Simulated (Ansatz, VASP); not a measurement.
## Two plane-wave programs on Sc2GeTe2

```
Sc Ge Te
1.0
    -2.37228    2.37228    5.43765
     2.37228   -2.37228    5.43765
     2.37228    2.37228   -5.43765
Sc Ge Te
2 1 2
Direct
  0.62927 0.62927 0.00000
  0.37073 0.37073 0.00000
  0.00000 0.00000 0.00000
  0.75000 0.25000 0.50000
  0.25000 0.75000 0.50000
```

Change from the starting cell: species swapped into the HoSi2Os2 type (I4/mmm, No. 139).

Alike in both runs: task relaxation of cell and atoms; functional PBE; k mesh 6 × 6 × 6; occupations gaussian, width 0.1 eV; no spin polarisation.

|  | VASP | Ansatz |
| --- | --- | --- |
| version | VASP 6.6.1 | Ansatz 0.2.0 |
| potentials or method | VASP PAW PBE potentials, release 64 (Sc_sv, Ge_d, Te), cutoff 600 eV | scalar-relativistic, plane waves, PAW |
| valence electrons in the cell | 48 | 68 |

```csv
,VASP,Ansatz,Ansatz less VASP
"gap on the k mesh at the Fermi level, each at its own relaxed structure (eV)",none,none,-
relaxed volume (Å³/atom),30.60,30.50,-0.100
relaxed cell length with the largest relative difference (Å),7.014,6.971,-0.0427
```

A gap of «none» marks a metal or a gap that the smearing closes. VASP's potentials hold 48 valence electrons a cell and Ansatz's 68, so a difference there can come from the potentials and not from the codes.

Spin-orbit coupling is off throughout. Noted on VASP's run: the volume moved by over 15 % at a fixed basis, so the end points are rough.
